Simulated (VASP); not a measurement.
# MnS (R-3m) in VASP: further runs

The runs below take MnS through single point, with PBE, PBEsol.

Program: VASP 6.6.1. These are calculated values, not measurements. Logs are shortened: lines on timing, memory, paths and dates and some standing lists are left out, and cuts for length are marked.

## 1. The cell of the first run

The structure is trigonal, space group R-3m (No. 166). Conventional cell: a = 3.660 Å, b = 3.660 Å, c = 8.913 Å, α = 90.00°, β = 90.00°, γ = 120.00°. Within 3.4 Å of Mn (site symmetry -3m) lie 6 S at 2.58 Å. S (site symmetry -3m) has 6 Mn at 2.58 Å within 3.4 Å.

## 2. Single point, PBE, collinear spin, ferromagnetic start

The input, INCAR:

```
SYSTEM = MnS
PREC = Accurate ; ENCUT = 520
EDIFF = 1E-6 ; ISMEAR = -1
SIGMA = 0.05 ; LREAL = .FALSE.
LASPH = .TRUE. ; NELM = 150
ALGO = Normal ; ISIF = 2
LWAVE = .FALSE. ; LCHARG = .TRUE.
ISPIN = 2 ; MAGMOM = 8 0
LORBIT = 11 ; NUPDOWN = 8.0
LMAXMIX = 4 ; GGA = PE
LELF = .TRUE. ; LVHAR = .TRUE.
NBANDS = 20
```

The input, KPOINTS:

```
Automatic mesh
0
G
  8 8 8
  0 0 0
```

The input, POSCAR:

```
MnS
1.0
    1.8299960138      1.0565486912      2.9709202777
   -1.8299960138      1.0565486912      2.9709202777
    0.0000000000     -2.1130973823      2.9709202777
Mn S
1 1
Direct
    0.0000000000      0.0000000000      0.0000000000
    0.5000000000      0.5000000000      0.5000000000
```

Potentials or basis: VASP PAW PBE potentials, release 64 (Mn_pv, S).

Launch:

```sh
$ cat potpaw_PBE.64/Mn_pv/POTCAR potpaw_PBE.64/S/POTCAR > POTCAR
$ mpirun -np 1 vasp_std > vasp.out
```

OUTCAR:

```text
SYSTEM = MnS
   PREC = Accurate
   ENCUT = 520
   EDIFF = 1E-6
   ISMEAR = -1
   LREAL = .FALSE.
   LASPH = .TRUE.
   NELM = 150
   ISIF = 2
   ISPIN = 2
   LORBIT = 11
   NUPDOWN = 8.0
   GGA = PE

 ion  position               nearest neighbor table
   1  0.000  0.000  0.000-   2 2.58   2 2.58   2 2.58   2 2.58   2 2.58   2 2.58
   2  0.500  0.500  0.500-   1 2.58   1 2.58   1 2.58   1 2.58   1 2.58   1 2.58

  LATTYP: Found a trigonal (rhomboedric) cell.
 ALAT       =     3.6457575130
 COS(alpha) =     0.4960879726

  Lattice vectors:

 A1 = (   1.8299960138,   1.0565486912,   2.9709202777)
 A2 = (  -1.8299960138,   1.0565486912,   2.9709202777)
 A3 = (   0.0000000000,  -2.1130973823,   2.9709202777)

Analysis of symmetry for initial positions (statically):
=====================================================================
 Subroutine PRICEL returns:
 Original cell was already a primitive cell.

 Routine SETGRP: Setting up the symmetry group for a
 trigonal (rhombohedral) supercell.

 Subroutine GETGRP returns: Found 12 space group operations
 (whereof 12 operations were pure point group operations)
 out of a pool of 12 trial point group operations.

The static configuration has the point symmetry D_3d.

Analysis of symmetry for dynamics (positions and initial velocities):
=====================================================================
 Subroutine PRICEL returns:
 Original cell was already a primitive cell.

 Routine SETGRP: Setting up the symmetry group for a
 trigonal (rhombohedral) supercell.

 Subroutine GETGRP returns: Found 12 space group operations
 (whereof 12 operations were pure point group operations)
 out of a pool of 12 trial point group operations.

The dynamic configuration has the point symmetry D_3d.

Analysis of structural, dynamic, and magnetic symmetry:
=====================================================================
 Subroutine PRICEL returns:
 Original cell was already a primitive cell.

 Routine SETGRP: Setting up the symmetry group for a
 trigonal (rhombohedral) supercell.

 Subroutine GETGRP returns: Found 12 space group operations
 (whereof 12 operations were pure point group operations)
 out of a pool of 12 trial point group operations.

The overall configuration has the point symmetry D_3d.

 Subroutine INISYM returns: Found 12 space group operations
 (whereof 12 operations are pure point group operations),
 and found     1 'primitive' translations

----------------------------------------------------------------------------------------

                                     Primitive cell

  volume of cell :      34.4653

  direct lattice vectors                    reciprocal lattice vectors
     1.829996014  1.056548691  2.970920278     0.273224639  0.157746319  0.112198680
    -1.829996014  1.056548691  2.970920278    -0.273224639  0.157746319  0.112198680
     0.000000000 -2.113097382  2.970920278     0.000000000 -0.315492638  0.112198680

  length of vectors
     3.645757513  3.645757513  3.645757513     0.334849441  0.334849441  0.334849441

  position of ions in fractional coordinates (direct lattice)
     0.000000000  0.000000000  0.000000000
     0.500000000  0.500000000  0.500000000

  ion indices of the primitive-cell ions
   primitive index   ion index
                 1           1
                 2           2

----------------------------------------------------------------------------------------

 KPOINTS: Automatic mesh

Automatic generation of k-mesh.
 Grid dimensions read from file:
 generate k-points for:    8    8    8

 Generating k-lattice:

  Cartesian coordinates                     Fractional coordinates (reciprocal lattice)
     0.034153080  0.019718290  0.014024835     0.125000000  0.000000000  0.000000000
    -0.034153080  0.019718290  0.014024835     0.000000000  0.125000000  0.000000000
     0.000000000 -0.039436580  0.014024835     0.000000000  0.000000000  0.125000000

  Length of vectors
     0.041856180  0.041856180  0.041856180

  Shift w.r.t. Gamma in fractional coordinates (k-lattice)
     0.000000000  0.000000000  0.000000000

 Subroutine IBZKPT returns following result:
 ===========================================

 Found     65 irreducible k-points:

 Following reciprocal coordinates:
            Coordinates               Weight
  0.000000  0.000000  0.000000      1.000000
  0.125000  0.000000  0.000000      6.000000
  0.250000  0.000000  0.000000      6.000000
  0.375000  0.000000 -0.000000      6.000000
  0.500000  0.000000  0.000000      3.000000
  0.125000  0.125000  0.000000      6.000000
[... 16 lines left out ...]
  0.250000  0.125000  0.125000      6.000000
  0.375000  0.125000  0.125000      6.000000
 [... further k-points ...]
   k-points           NKPTS =     65   k-points in BZ     NKDIM =     65   number of bands    NBANDS=     20
   number of dos      NEDOS =    301   number of ions     NIONS =      2
   total plane-waves  NPLWV =  21952
   dimension x,y,z NGX =    28 NGY =   28 NGZ =   28
   dimension x,y,z NGXF=    56 NGYF=   56 NGZF=   56
   ions per type =               1   1
   NGX,Y,Z   is equivalent  to a cutoff of  12.77, 12.77, 12.77 a.u.
   NGXF,Y,Z  is equivalent  to a cutoff of  25.54, 25.54, 25.54 a.u.
 SYSTEM =  MnS
   PREC   = accura    normal or accurate (medium, high low for compatibility)
   ISTART =      0    job   : 0-new  1-cont  2-samecut
   ICHARG =      2    charge: 1-file 2-atom 10-const
   ISPIN  =      2    spin polarized calculation?
   LNONCOLLINEAR =      F non collinear calculations
   LSORBIT =      F    spin-orbit coupling
   LASPH  =      T    aspherical Exc in radial PAW
   ENCUT  =  520.0 eV  38.22 Ry    6.18 a.u.   6.78  6.78  6.78*2*pi/ulx,y,z
   NELM   =    150;   NELMIN=  2; NELMDL= -5     # of ELM steps
   EDIFF  = 0.1E-05   stopping-criterion for ELM
   LREAL  =      F    real-space projection
   EDIFFG = 0.1E-04   stopping-criterion for IOM
   NSW    =      0    number of steps for IOM
   IBRION =     -1    ionic relax: 0-MD 1-quasi-New 2-CG
   NFREE  =      0    steps in history (QN), initial steepest desc. (CG)
   ISIF   =      2    stress and relaxation
   ISYM   =      2    0-nonsym 1-usesym 2-fastsym
   POTIM  = 0.5000    time-step for ionic-motion
   TEBEG  =    0.0;   TEEND  =   0.0 temperature during run
   PSTRESS=    0.0 pullay stress
   NELECT =      19.0000    total number of electrons
   NUPDOWN=       8.0000    fix difference up-down
   EMIN   =  10.00;   EMAX   =-10.00  energy-range for DOS
   EFERMI =   0.00;   METHOD = LEGACY
   ISMEAR =    -1;   SIGMA  =   0.05  broadening in eV -4-tet -1-fermi 0-gaus
   EFERMI_NEDOS =   21; number of points for ismear=-14 and -15
   IALGO  =     38    algorithm
   IMIX   =      4    mixing-type and parameters
     AMIX     =   0.40;   BMIX     =  1.00
     AMIX_MAG =   1.60;   BMIX_MAG =  1.00
  volume/ion in A,a.u.               =      17.23       116.29
  Fermi-wavevector in a.u.,A,eV,Ry     =   1.342349  2.536672 24.516344  1.801900
  Thomas-Fermi vector in A             =   2.470510
   LORBIT       =     11    0 simple, 1 ext, 2 COOP (PROOUT), +10 PAW based schemes
   GGA     = PE    functional components
   LHFCALC =     F    Hartree Fock is set to
   AEXX    =    0.0000 exact exchange contribution
   IVDW    =     0    specifies the selected vdW correction
   LEPSILON=     F    determine dielectric tensor
   LRPA    =     F    only Hartree local field effects (RPA)
 spin polarized calculation
  energy-cutoff  :      520.00
  volume of cell :       34.47
 maximum number of plane-waves:       941
   NGX = 13   NGY = 13   NGZ = 13

 number of electron      18.9999995 magnetization       7.9999998

 Free energy of the ion-electron system (eV)
  ---------------------------------------------------
  ext. energy  EPLUGINS =         0.00000000
  ---------------------------------------------------
  free energy    TOTEN  =        -3.95382438 eV

  energy without entropy =       -3.93536671  energy(sigma->0) =       -3.94459555

 E-fermi :   3.6078     XC(G=0): -10.7821

 val. band max:       11.9068409403   @ k =   0.3750   0.3750  -0.0000
 cond. band min:       3.6207571766   @ k =  -0.3750   0.5000   0.1250
 fundamental gap:     -8.2860837638
 Fermi energy:        11.9340962503

 spin component 1

 k-point     1 :       0.0000    0.0000    0.0000
  band No.  band energies     occupation
      1     -43.9325      1.00000
      2     -43.9325      1.00000
      3     -43.9314      1.00000
      4      -9.1858      1.00000
      5       3.3076      1.00000
      6       3.3076      1.00000
[... 12 lines left out ...]
     19      17.8076      0.00000
     20      18.7344      0.00000

 k-point     2 :       0.1250    0.0000    0.0000
  band No.  band energies     occupation
      1     -43.9338      1.00000
      2     -43.9327      1.00000
      3     -43.9317      1.00000
      4      -9.0357      1.00000
      5       2.2740      1.00000
      6       2.5079      1.00000
[... 12 lines left out ...]
     19      17.7254      0.00000
     20      19.2889      0.00000

 k-point     3 :       0.2500    0.0000    0.0000
  band No.  band energies     occupation
      1     -43.9371      1.00000
      2     -43.9331      1.00000
      3     -43.9322      1.00000
      4      -8.6330      1.00000
      5       0.6339      1.00000
      6       1.7778      1.00000
[... 12 lines left out ...]
     19      17.7288      0.00000
     20      22.0256      0.00000

 k-point     4 :       0.3750    0.0000   -0.0000
  band No.  band energies     occupation
      1     -43.9404      1.00000
      2     -43.9336      1.00000
      3     -43.9327      1.00000
      4      -8.1491      1.00000
      5      -0.7164      1.00000
      6       1.3126      1.00000
[... 429 lines left out ...]
 k-point    23 :       0.2500    0.1250    0.1250
  band No.  band energies     occupation
      1     -43.9349      1.00000
      2     -43.9331      1.00000
      3     -43.9328      1.00000
      4      -8.8008      1.00000
      5       1.2748      1.00000
      6       1.9175      1.00000
[... 12 lines left out ...]
     19      18.8597      0.00000
     20      20.6454      0.00000

 k-point    24 :       0.3750    0.1250    0.1250
  band No.  band energies     occupation
      1     -43.9381      1.00000
      2     -43.9337      1.00000
      3     -43.9332      1.00000
      4      -8.3740      1.00000
      5       0.0640      1.00000
      6       1.4414      1.00000
[... 12 lines left out ...]
     19      19.0904      0.00000
     20      22.7608      0.00000

 [... further k-points ...]

 spin component 2

 k-point     1 :       0.0000    0.0000    0.0000
  band No.  band energies     occupation
      1     -38.9079      1.00000
      2     -38.9079      1.00000
      3     -38.9069      1.00000
      4      -7.1351      1.00000
      5       5.5894      0.00000
      6       5.5894      0.00000
[... 12 lines left out ...]
     19      20.4704      0.00000
     20      21.8445      0.00000

 k-point     2 :       0.1250    0.0000    0.0000
  band No.  band energies     occupation
      1     -38.9095      1.00000
      2     -38.9081      1.00000
      3     -38.9072      1.00000
      4      -6.9882      1.00000
      5       4.5874      0.00000
      6       5.1829      0.00000
[... 12 lines left out ...]
     19      19.9183      0.00000
     20      22.0837      0.00000

 k-point     3 :       0.2500    0.0000    0.0000
  band No.  band energies     occupation
      1     -38.9137      1.00000
      2     -38.9087      1.00000
      3     -38.9078      1.00000
      4      -6.5954      1.00000
      5       2.9117      1.00000
      6       4.5444      0.00000
[... 12 lines left out ...]
     19      20.4060      0.00000
     20      24.2039      0.00000

 k-point     4 :       0.3750    0.0000   -0.0000
  band No.  band energies     occupation
      1     -38.9179      1.00000
      2     -38.9092      1.00000
      3     -38.9084      1.00000
      4      -6.1271      1.00000
      5       1.5524      1.00000
      6       4.0922      0.00006
[... 429 lines left out ...]
 k-point    23 :       0.2500    0.1250    0.1250
  band No.  band energies     occupation
      1     -38.9111      1.00000
      2     -38.9088      1.00000
      3     -38.9082      1.00000
      4      -6.7583      1.00000
      5       3.6448      0.32275
      6       4.7215      0.00000
[... 12 lines left out ...]
     19      21.2056      0.00000
     20      23.4369      0.00000

 k-point    24 :       0.3750    0.1250    0.1250
  band No.  band energies     occupation
      1     -38.9151      1.00000
      2     -38.9096      1.00000
      3     -38.9088      1.00000
      4      -6.3420      1.00000
      5       2.3712      1.00000
      6       4.1332      0.00003
[... 12 lines left out ...]
     19      21.7698      0.00000
     20      25.2007      0.00000

 [... further k-points ...]

------------------------ aborting loop because EDIFF is reached ----------------------------------------

  FORCE on cell =-STRESS in cart. coord.  units (eV):
  Direction    XX          YY          ZZ          XY          YZ          ZX
  --------------------------------------------------------------------------------------
  -------------------------------------------------------------------------------------
  Total        9.3332959      9.3332959      9.1027895      0.0000000      0.0000000      0.0000000
  in kB      433.8740847    433.8740847    423.1586010      0.0000000      0.0000000      0.0000000
  external PRESSURE =     430.3022568 kB  Pullay stress =       0.0000000 kB

 VOLUME and BASIS-vectors are now :
 -----------------------------------------------------------------------------
  energy-cutoff  :      520.00
  volume of cell :       34.47
      direct lattice vectors                 reciprocal lattice vectors
     1.829996014  1.056548691  2.970920278     0.273224639  0.157746319  0.112198680
    -1.829996014  1.056548691  2.970920278    -0.273224639  0.157746319  0.112198680
     0.000000000 -2.113097382  2.970920278     0.000000000 -0.315492638  0.112198680

 POSITION                                       TOTAL-FORCE (eV/Angst)
 -----------------------------------------------------------------------------------
      0.00000      0.00000      0.00000         0.000000      0.000000     -0.000000
      0.00000      0.00000      4.45638        -0.000000      0.000000      0.000000
 -----------------------------------------------------------------------------------
    total drift:                                0.000000      0.000000      0.000000

  FREE ENERGIE OF THE ION-ELECTRON SYSTEM (eV)
  ---------------------------------------------------
  free  energy   TOTEN  =        -3.9538243848 eV

  energy  without entropy=       -3.9353667136  energy(sigma->0) =       -3.94459555

 total charge

# of ion       s       p       d       tot
------------------------------------------
    1        0.395   6.272   4.729  11.396
    2        1.421   2.065   0.000   3.486
--------------------------------------------------
tot          1.816   8.337   4.729  14.882

 magnetization (x)

# of ion       s       p       d       tot
------------------------------------------
    1        0.250   0.208   4.549   5.007
    2        0.118   0.974   0.000   1.092
--------------------------------------------------
tot          0.368   1.182   4.549   6.099
```

Run time: 34 s. Hardware: 1 thread of Intel Xeon 6975P-C (Granite Rapids), shared host; peak memory 0.21 GiB.

What came out:

| Item | Value |
| --- | --- |
| Free energy | -3.9538 eV |
| Pressure | 43.0 GPa |
| Net moment | 8.00 μB per cell |
| Site moments | Mn +5.01; S +1.09 μB |
| Valence electrons inside the program's atomic spheres | Mn 11.40; S 3.49 |

Stress tensor (GPa, compression positive):
```
43.39  0.00  0.00
 0.00 43.39  0.00
 0.00  0.00 42.32
```

Caveat: the total moment is fixed, so each spin has its own Fermi level; a cell with one magnetic atom can't hold antiferromagnetic order, which such compounds often take.

## 3. Single point, PBE, collinear spin, ferromagnetic start

The input, INCAR:

```
ALGO     = Normal         # electronic algorithm
EDIFF    = 1E-6           # SCF threshold, eV
ENCUT    = 520            # plane-wave cutoff, eV
GGA      = PE             # functional
ISIF     = 2              # what is computed and relaxed
ISMEAR   = -1             # smearing method
ISPIN    = 2              # spin polarisation
LASPH    = True           # aspherical terms in the spheres
LCHARG   = True           # write CHGCAR
LELF     = True           # ELF
LMAXMIX  = 4              # l up to which the mixer works
LORBIT   = 11             # projections on sites
LREAL    = False          # projectors in reciprocal space
LVHAR    = True         
LWAVE    = False          # write WAVECAR
MAGMOM   = 0.92 0         # initial moments
NBANDS   = 20             # bands
NELM     = 150            # most SCF steps
PREC     = Accurate       # precision mode
SIGMA    = 0.05           # smearing width, eV
```

The input, KPOINTS:

```
k-points
0
Gamma
  9 9 9
```

POSCAR is that of step 2.

Potentials or basis: VASP PAW PBE potentials, release 64 (Mn_pv, S).

Launch:

```sh
$ cat potpaw_PBE.64/Mn_pv/POTCAR potpaw_PBE.64/S/POTCAR > POTCAR
$ mpirun -np 1 vasp_std > vasp.out
```

Wall time 3.8 min (1 thread of Intel Xeon 8259CL, shared host); peak memory 0.23 GiB.

The run converged. Its results:

```
Free energy                                           : -14.0815 eV
Pressure                                              : -1.7 GPa
Net moment                                            : 4.66 μB per cell
Site moments                                          : Mn +4.22; S +0.10 μB
Valence electrons inside the program's atomic spheres : Mn 11.33; S 3.73
```

Stress tensor (GPa, compression positive):
```
-1.81  0.00  0.00
 0.00 -1.81  0.00
 0.00  0.00 -1.35
```

Levels at points of the mesh, in eV from the Fermi level:
Spin up:
```tsv
k point	band 8	band 9	band 10	band 11	band 12	band 13	band 14	band 15	band 16	band 17
(0.00, 0.00, 0.00)	-3.30	-3.30	-1.93	-1.93	-1.88	1.89	8.61	8.61	8.69	10.64
```
Spin down:
```
           k point  band 3  band 4  band 5  band 6  band 7  band 8  band 9  band 10  band 11  band 12
(0.00, 0.00, 0.00)  -46.19  -14.47   -1.72   -1.72   -1.67    0.23    0.23     0.26     0.30     0.30
```

Caveat: a cell with one magnetic atom can't hold antiferromagnetic order, which such compounds often take; semilocal functionals often make such compounds metallic where correlation or magnetic order opens a gap, which also shifts bond lengths. With open d or f shells a metallic result of PBE can be an artefact of self-interaction; +U or a hybrid may open a gap.

[end of part 1 of 2]
